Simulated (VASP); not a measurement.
Wanted: the native input for a VASP 6.6.1 run.

| Quantity | Value |
| --- | --- |
| Task | single point |
| Functional | PBE |
| Potentials or basis | VASP PAW PBE potentials, release 64 (Al, Ru_pv) |
| Cutoff | 520 eV |
| k mesh | 14 × 14 × 8 |
| Occupations | gaussian, width 0.15 eV |
| Spin | no spin polarisation |
| Dipole correction | no |
| Further INCAR settings | ALGO = Fast; EDIFF = 1e-06; NBANDS = 25 |

The structure of AlRu lies in POSCAR:

```
AlRu
1.0
    3.0038895946      0.0000000000      0.0000000000
    0.0000000000      3.0038895946      0.0000000000
    0.0000000000      0.0000000000      6.0077791893
Al Ru
2 2
Direct
    0.0000000000      0.0000000000     -0.0049935257
    0.0000000000      0.0000000000      0.5049935257
    0.5000000000      0.5000000000      0.2500000000
    0.5000000000      0.5000000000      0.7500000000
```

This cell differs from its parent crystal: atoms displaced along a vibrational mode.

These files were run (other wordings do the same):

INCAR

```
SYSTEM = AlRu
  ALGO = Fast
  EDIFF = 1E-6
  ENCUT = 520
  GGA = PE
  ISIF = 2
  ISMEAR = 0
  LASPH = .True.
  LCHARG = .True.
  LELF = .True.
  LREAL = .False.
  LVHAR = .True.
  LWAVE = .False.
  NBANDS = 25
  NELM = 100
  PREC = Accurate
  SIGMA = 0.15
```

KPOINTS

```
k-points
0
Gamma
  14 14 8
  0 0 0
```

Potentials or basis: VASP PAW PBE potentials, release 64 (Al, Ru_pv).

The run is started by

```console
$ cat potpaw_PBE.64/Al/POTCAR potpaw_PBE.64/Ru_pv/POTCAR > POTCAR
$ mpirun -np 1 vasp_std > vasp.out
```

Results of the run:

The pressure is 0.2 GPa and the largest force is 0.322 eV/Å. The band gap on the k mesh is zero (bands 17 and 18 overlap by 2.86 eV).

Caveat: the cell differs from its parent crystal (atoms displaced along a vibrational mode).

Run time: 86 s on 1 thread of AMD EPYC 9R45 96-Core Processor (Zen 5) (shared host), peak memory 0.29 GiB.
